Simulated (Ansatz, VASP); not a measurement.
**InSe in VASP and in Ansatz**

```
CELL_PARAMETERS angstrom
5.87490 -2.05586 -0.00602
5.87490 2.05586 -0.00602
-1.60576 0.00000 4.27104
ATOMIC_POSITIONS crystal
In 0.88579 0.88579 0.02893
In 0.11421 0.11421 0.97107
Se 0.65461 0.65461 0.63743
Se 0.34539 0.34539 0.36257
```

Alike in both runs: task single point; functional PBEsol; k mesh 7 × 7 × 6; occupations fermi-dirac, width 0.02 eV; no spin polarisation.

|  | VASP | Ansatz |
| --- | --- | --- |
| version | VASP 6.6.1 | Ansatz 0.2.0 |
| potentials or method | VASP PAW PBE potentials, release 64 (In_d, Se) | PAW with Ansatz's default frozen-core files, scalar-relativistic |
| plane-wave cutoff (eV) | 520 | 420 |
| valence electrons in the cell | 38 | 58 |

|  | VASP | Ansatz | Ansatz less VASP |
| --- | --- | --- | --- |
| gap on the k mesh at the Fermi level (eV) | 0.77 | 0.78 | +0.009 |
| pressure (GPa) | 0.1 | 0.0 | -0.09 |
| rms of the force components (eV/Å) | 0.009 | 0.001 | -0.0086 |

VASP's potentials were made for PBE, not for PBEsol. Atom by atom the forces differ by 0.010 eV/Å (rms over components). With one functional, cell and mesh, what is left measures potentials, basis and numerics. VASP's potentials hold 38 valence electrons a cell and Ansatz's 58, so a difference there can come from the potentials and not from the codes.
